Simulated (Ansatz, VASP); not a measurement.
**Two plane-wave programs on In3Se**

Contents of INCAR:

```
SYSTEM = In3Se
PREC = Accurate
ENCUT = 520
EDIFF = 1E-7
ISMEAR = 1
SIGMA = 0.01
LREAL = .FALSE.
LASPH = .TRUE.
NELM = 80
ALGO = Normal
ISIF = 2
LWAVE = .FALSE.
LCHARG = .TRUE.
GGA = PE
LELF = .TRUE.
LVHAR = .TRUE.
NBANDS = 30
```

File KPOINTS:

```
Automatic mesh
0
G
  10 10 10
  0 0 0
```

Contents of POSCAR:

```
In3Se
1.0
    4.8037580000      0.0000000000      0.0000000000
    0.0000000000      4.8037580000      0.0000000000
    0.0000000000      0.0000000000      4.8037580000
In Se
3 1
Direct
    0.0000000000      0.5000000000      0.5000000000
    0.5000000000      0.0000000000      0.5000000000
    0.5000000000      0.5000000000      0.0000000000
    0.0000000000      0.0000000000      0.0000000000
```

Input for Ansatz:

```yaml
crystal:
  lattice:
    - [4.803758, 0.0, 0.0]
    - [0.0, 4.803758, 0.0]
    - [0.0, 0.0, 4.803758]
  atoms:
    - { symbol: In, position: [0.0, 0.5, 0.5] }
    - { symbol: In, position: [0.5, 0.0, 0.5] }
    - { symbol: In, position: [0.5, 0.5, 0.0] }
    - { symbol: Se, position: [0.0, 0.0, 0.0] }
basis:
  ecutwfc: 420
kpoints:
  mp_grid: { grid: [10, 10, 10] }
hamiltonian:
  xc: pbe
scf:
  occupations: { method: methfessel_paxton, width: 0.01 }
output:
  forces: true
  stress: true
  eigenvalues: true
```

Alike in both runs: task single point; functional PBE; k mesh 10 × 10 × 10; occupations methfessel-paxton of order 1, width 0.01 eV; no spin polarisation.

|  | VASP | Ansatz |
| --- | --- | --- |
| version | VASP 6.6.1 | Ansatz 0.2.0 |
| potentials or method | VASP PAW PBE potentials, release 64 (In_d, Se), cutoff 520 eV | scalar-relativistic, plane waves, PAW |
| valence electrons in the cell | 45 | 55 |

Ansatz gave:

* gap on the k mesh at the Fermi level (eV): none
* pressure (GPa): -0.3

Task: Estimate VASP's values.

Result: gap on the k mesh at the Fermi level (eV): none; pressure (GPa): -0.4.

A gap of «none» marks a metal or a gap that the smearing closes. VASP's potentials hold 45 valence electrons a cell and Ansatz's 55, so a difference there can come from the potentials and not from the codes.
